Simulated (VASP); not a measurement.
# SrGa3 in VASP: further runs

The runs below take SrGa3 through single point, with PBEsol.

Program: VASP 6.6.1. These are calculated values, not measurements. Logs are shortened: lines on timing, memory, paths and dates and some standing lists are left out, and cuts for length are marked.

## (1) The cell of the first run

Symmetry: P4mm, No. 99, tetragonal system. The conventional cell has a = 4.429 Å, b = 4.429 Å, c = 4.429 Å, α = 90.00°, β = 90.00°, γ = 90.00°. Within 4.1 Å of Sr (site symmetry 4mm) lie 12 Ga at 3.12 to 3.15 Å. Within 4.1 Å of Ga (site symmetry 2mm) lie 4 Sr at 3.12 to 3.15 Å and 8 Ga at 3.13 Å. Ga (site symmetry 4mm) has 8 Ga at 3.13 Å and 4 Sr at 3.13 Å within 4.1 Å.

## (2) Single point, PBEsol (atom 1 (Sr) moved 0.02 Å along y)

File INCAR:

```
PREC = Accurate
ENCUT = 520
EDIFF = 1E-7
ISMEAR = 0
SIGMA = 0.05
LREAL = False
LASPH = True
NELM = 60
ALGO = Normal
ISIF = 2
LWAVE = False
LCHARG = False
GGA = PS
NBANDS = 32
```

File KPOINTS:

```
regular mesh
0
Gamma
  8 8 8
```

File POSCAR:

```
SrGa3
1.0
    4.4293307767      0.0000000000      0.0000000000
    0.0000000000      4.4293307767      0.0000000000
    0.0000000000      0.0000000000      4.4293307767
Sr Ga
1 3
Direct
    0.0000000000      0.0045153548      0.0000000000
    0.0000000000      0.5000000000      0.5000000000
    0.5000000000      0.5000000000      0.0000000000
    0.5000000000      0.0000000000      0.5000000000
```

Potentials or basis: VASP PAW PBE potentials, release 64 (Sr_sv, Ga_d).

The run is started by

```
> cat potpaw_PBE.64/Sr_sv/POTCAR potpaw_PBE.64/Ga_d/POTCAR > POTCAR
> mpirun -np 1 vasp_std > vasp.out
```

OUTCAR:

```text
PREC = Accurate
   ENCUT = 520
   EDIFF = 1E-7
   ISMEAR = 0
   LREAL = False
   LASPH = True
   NELM = 60
   ISIF = 2
   GGA = PS

 ion  position               nearest neighbor table
   1  0.000  0.005  0.000-   2 3.12   3 3.12   2 3.12   3 3.12   4 3.13   4 3.13   4 3.13   4 3.13
                             2 3.15   3 3.15   2 3.15   3 3.15
   2  0.000  0.500  0.500-   1 3.12   1 3.12   1 3.15   1 3.15
   3  0.500  0.500  0.000-   1 3.12   1 3.12   1 3.15   1 3.15
   4  0.500  0.000  0.500-   1 3.13   1 3.13   1 3.13   1 3.13

  LATTYP: Found a simple cubic cell.
 ALAT       =     4.4293307767

  Lattice vectors:

 A1 = (   4.4293307767,   0.0000000000,   0.0000000000)
 A2 = (   0.0000000000,   4.4293307767,   0.0000000000)
 A3 = (   0.0000000000,   0.0000000000,   4.4293307767)

Analysis of symmetry for initial positions (statically):
=====================================================================
 Subroutine PRICEL returns:
 Original cell was already a primitive cell.

 Routine SETGRP: Setting up the symmetry group for a
 simple cubic supercell.

 Subroutine GETGRP returns: Found  8 space group operations
 (whereof  8 operations were pure point group operations)
 out of a pool of 48 trial point group operations.

The static configuration has the point symmetry C_4v.

Analysis of symmetry for dynamics (positions and initial velocities):
=====================================================================
 Subroutine PRICEL returns:
 Original cell was already a primitive cell.

 Routine SETGRP: Setting up the symmetry group for a
 simple cubic supercell.

 Subroutine GETGRP returns: Found  8 space group operations
 (whereof  8 operations were pure point group operations)
 out of a pool of 48 trial point group operations.

The dynamic configuration has the point symmetry C_4v.

 Subroutine INISYM returns: Found  8 space group operations
 (whereof  8 operations are pure point group operations),
 and found     1 'primitive' translations

----------------------------------------------------------------------------------------

                                     Primitive cell

  volume of cell :      86.8989
[... 88 lines left out ...]
   LNONCOLLINEAR =      F non collinear calculations
   LSORBIT =      F    spin-orbit coupling
   LASPH  =      T    aspherical Exc in radial PAW
   ENCUT  =  520.0 eV  38.22 Ry    6.18 a.u.   8.24  8.24  8.24*2*pi/ulx,y,z
   NELM   =     60;   NELMIN=  2; NELMDL= -5     # of ELM steps
   EDIFF  = 0.1E-06   stopping-criterion for ELM
   LREAL  =      F    real-space projection
   EDIFFG = 0.1E-05   stopping-criterion for IOM
   NSW    =      0    number of steps for IOM
   IBRION =     -1    ionic relax: 0-MD 1-quasi-New 2-CG
   NFREE  =      0    steps in history (QN), initial steepest desc. (CG)
   ISIF   =      2    stress and relaxation
   ISYM   =      2    0-nonsym 1-usesym 2-fastsym
   POTIM  = 0.5000    time-step for ionic-motion
   TEBEG  =    0.0;   TEEND  =   0.0 temperature during run
   PSTRESS=    0.0 pullay stress
   NELECT =      49.0000    total number of electrons
   NUPDOWN=      -1.0000    fix difference up-down
   EMIN   =  10.00;   EMAX   =-10.00  energy-range for DOS
   EFERMI =   0.00;   METHOD = LEGACY
   ISMEAR =     0;   SIGMA  =   0.05  broadening in eV -4-tet -1-fermi 0-gaus
   EFERMI_NEDOS =   21; number of points for ismear=-14 and -15
   IALGO  =     38    algorithm
   IMIX   =      4    mixing-type and parameters
     AMIX     =   0.40;   BMIX     =  1.00
     AMIX_MAG =   1.60;   BMIX_MAG =  1.00
  volume/ion in A,a.u.               =      21.72       146.61
  Fermi-wavevector in a.u.,A,eV,Ry     =   1.352494  2.555843 24.888329  1.829241
  Thomas-Fermi vector in A             =   2.479828
   LORBIT       =      0    0 simple, 1 ext, 2 COOP (PROOUT), +10 PAW based schemes
   GGA     = PS    functional components
   LHFCALC =     F    Hartree Fock is set to
   AEXX    =    0.0000 exact exchange contribution
   IVDW    =     0    specifies the selected vdW correction
   LEPSILON=     F    determine dielectric tensor
   LRPA    =     F    only Hartree local field effects (RPA)
 non-spin polarized calculation
 Gauss-broadening in eV      SIGMA  =   0.05
  energy-cutoff  :      520.00
  volume of cell :       86.90
 maximum number of plane-waves:      2360
 NGX is ok and might be reduce to    36
   NGX = 17   NGY = 17   NGZ = 17

 number of electron      48.9999943 magnetization

 Free energy of the ion-electron system (eV)
  ---------------------------------------------------
  ext. energy  EPLUGINS =         0.00000000
  ---------------------------------------------------
  free energy    TOTEN  =       -12.75176757 eV

  energy without entropy =      -12.74874342  energy(sigma->0) =      -12.75025549

 E-fermi :   4.3293     XC(G=0): -10.6013

 val. band max:        4.3285986476   @ k =   0.5000   0.1250   0.5000
 cond. band min:       4.3308867186   @ k =   0.5000   0.5000   0.1250
 fundamental gap:      0.0022880709
 Fermi energy:         4.3293465805

 k-point     1 :       0.0000    0.0000    0.0000
  band No.  band energies     occupation
      1     -30.0321      2.00000
      2     -12.2178      2.00000
      3     -12.2178      2.00000
      4     -12.2178      2.00000
      5     -10.3363      2.00000
      6     -10.3363      2.00000
[... 829 lines left out ...]
     31       9.9928      0.00000
     32      10.4257      0.00000

 [... further k-points ...]

------------------------ aborting loop because EDIFF is reached ----------------------------------------

  FORCE on cell =-STRESS in cart. coord.  units (eV):
  Direction    XX          YY          ZZ          XY          YZ          ZX
  --------------------------------------------------------------------------------------
  -------------------------------------------------------------------------------------
  Total        0.0856771      0.0863539      0.0856771      0.0000000      0.0000000      0.0000000
  in kB        1.5796509      1.5921293      1.5796509      0.0000000      0.0000000      0.0000000
  external PRESSURE =       1.5838104 kB  Pullay stress =       0.0000000 kB

 VOLUME and BASIS-vectors are now :
 -----------------------------------------------------------------------------
  energy-cutoff  :      520.00
  volume of cell :       86.90
      direct lattice vectors                 reciprocal lattice vectors
     4.429330777  0.000000000  0.000000000     0.225767740  0.000000000  0.000000000
     0.000000000  4.429330777  0.000000000     0.000000000  0.225767740  0.000000000
     0.000000000  0.000000000  4.429330777     0.000000000  0.000000000  0.225767740

 POSITION                                       TOTAL-FORCE (eV/Angst)
 -----------------------------------------------------------------------------------
      0.00000      0.02000      0.00000         0.000000     -0.124301     -0.000000
      0.00000      2.21467      2.21467         0.000000      0.061965      0.000000
      2.21467      2.21467      0.00000         0.000000      0.061965      0.000000
      2.21467      0.00000      2.21467        -0.000000      0.000372      0.000000
 -----------------------------------------------------------------------------------
    total drift:                                0.000000     -0.000022      0.000000

  FREE ENERGIE OF THE ION-ELECTRON SYSTEM (eV)
  ---------------------------------------------------
  free  energy   TOTEN  =       -12.7517675689 eV

  energy  without entropy=      -12.7487434161  energy(sigma->0) =      -12.75025549
```

OSZICAR:

```text
N       E                     dE             d eps       ncg     rms          rms(c)
DAV:   1     0.394764450941E+03    0.39476E+03   -0.23561E+04  4912   0.253E+03
DAV:   2     0.356057705305E+02   -0.35916E+03   -0.34277E+03  4992   0.546E+02
DAV:   3    -0.108859883479E+02   -0.46492E+02   -0.45467E+02  5552   0.154E+02
DAV:   4    -0.130175538190E+02   -0.21316E+01   -0.21173E+01  7640   0.305E+01
DAV:   5    -0.130773730021E+02   -0.59819E-01   -0.59794E-01  6528   0.433E+00    0.277E+01
DAV:   6    -0.127937644253E+02    0.28361E+00   -0.59249E-01  6456   0.863E+00    0.145E+01
DAV:   7    -0.127563556694E+02    0.37409E-01   -0.19807E-01  7504   0.335E+00    0.109E+00
DAV:   8    -0.127519491818E+02    0.44065E-02   -0.29717E-02  6288   0.208E+00    0.389E-01
DAV:   9    -0.127517456481E+02    0.20353E-03   -0.49617E-03  7216   0.384E-01    0.122E-01
DAV:  10    -0.127517571123E+02   -0.11464E-04   -0.49298E-04  6360   0.144E-01    0.671E-02
DAV:  11    -0.127517609073E+02   -0.37950E-05   -0.31225E-05  6776   0.317E-02    0.288E-02
DAV:  12    -0.127517683597E+02   -0.74524E-05   -0.11794E-05  6912   0.335E-02    0.120E-02
DAV:  13    -0.127517678799E+02    0.47982E-06   -0.19949E-06  6080   0.251E-02    0.119E-02
DAV:  14    -0.127517677447E+02    0.13516E-06   -0.21036E-07  4376   0.640E-03    0.730E-03
DAV:  15    -0.127517676039E+02    0.14085E-06   -0.10687E-07  4256   0.496E-03    0.181E-03
DAV:  16    -0.127517675689E+02    0.34989E-07   -0.26243E-08  3152   0.303E-03
   1 F= -.12751768E+02 E0= -.12750255E+02  d E =-.302415E-02
```

It took 3.2 min on 1 thread of Intel Xeon Platinum 8259CL at 2.50GHz (Skylake/Cascade Lake), shared host; peak memory 0.32 GiB.

Results:

```yaml
Free_energy: -12.7518 eV
Pressure: 0.2 GPa
Largest_force: 0.124 eV/Å
Band_gap_on_the_k_mesh: zero (an odd number of electrons rules out a gap without spin polarisation)
```

Forces on the atoms (eV/Å):
```
Sr   0.000 -0.124  0.000
Ga   0.000  0.062  0.000
Ga   0.000  0.062  0.000
Ga   0.000  0.000  0.000
```

Caveat: the cell differs from its parent crystal (atom 1 (Sr) moved 0.02 Å along y); the PAW data sets were made with another functional, which shifts forces and pressure a little.

## (3) Single point, PBEsol

File INCAR:

```
PREC     = Accurate       # precision mode
ENCUT    = 520            # plane-wave cutoff, eV
EDIFF    = 1E-6           # SCF threshold, eV
ISMEAR   = 0              # smearing method
SIGMA    = 0.05           # smearing width, eV
LREAL    = False          # projectors in reciprocal space
LASPH    = True           # aspherical terms in the spheres
NELM     = 60             # most SCF steps
ALGO     = Normal         # electronic algorithm
ISIF     = 2              # what is computed and relaxed
LWAVE    = False          # write WAVECAR
LCHARG   = False          # write CHGCAR
GGA      = PS             # functional
NBANDS   = 32             # bands
```

KPOINTS is that of step 2.

File POSCAR:

```
SrGa3
1.0
    4.4293307767      0.0000000000      0.0000000000
    0.0000000000      4.4293307767     -0.0221466539
    0.0000000000     -0.0221466539      4.4293307767
Sr Ga
1 3
Direct
    0.0000000000      0.0000000000      0.0000000000
    0.0000000000      0.5000000000      0.5000000000
    0.5000000000      0.5000000000      0.0000000000
    0.5000000000      0.0000000000      0.5000000000
```

Potentials or basis: VASP PAW PBE potentials, release 64 (Sr_sv, Ga_d).

The run is started by

```
> cat potpaw_PBE.64/Sr_sv/POTCAR potpaw_PBE.64/Ga_d/POTCAR > POTCAR
> mpirun -np 1 vasp_std > vasp.out
```

Wall time 3.3 min (1 thread of Intel Xeon Platinum 8259CL at 2.50GHz (Skylake/Cascade Lake), shared host); peak memory 0.38 GiB.

Results (log left out):

| Property | Result |
| --- | --- |
| Free energy | -12.7521 eV |
| Pressure | 0.2 GPa |
| Band gap on the k mesh | zero (an odd number of electrons rules out a gap without spin polarisation) |

Stress tensor (GPa, compression positive):
```
0.19 0.00 0.00
0.00 0.17 0.35
0.00 0.35 0.17
```

Levels at points of the mesh, in eV from the Fermi level:
| k point | band 21 | band 22 | band 23 | band 24 | band 25 | band 26 | band 27 | band 28 |
| --- | --- | --- | --- | --- | --- | --- | --- | --- |
| (0.00, 0.00, 0.00) | -3.19 | -3.19 | -0.95 | -0.91 | -0.88 | 3.87 | 4.02 | 4.09 |
| (0.50, 0.00, 0.00) | -6.72 | -2.13 | -0.90 | -0.84 | -0.28 | 1.97 | 2.00 | 2.75 |
| (0.00, 0.50, 0.00) | -6.72 | -2.14 | -0.87 | -0.87 | -0.28 | 1.98 | 1.98 | 2.76 |
| (0.50, 0.50, 0.00) | -5.35 | -5.35 | -2.96 | 0.46 | 0.47 | 1.45 | 1.96 | 2.90 |
| (0.00, 0.50, 0.50) | -5.40 | -5.30 | -2.96 | 0.44 | 0.50 | 1.44 | 1.96 | 2.87 |
| (0.50, 0.50, 0.50) | -5.28 | -5.23 | -3.29 | -1.45 | -1.41 | -1.37 | 3.93 | 5.90 |

Caveat: the PAW data sets were made with another functional, which shifts forces and pressure a little.
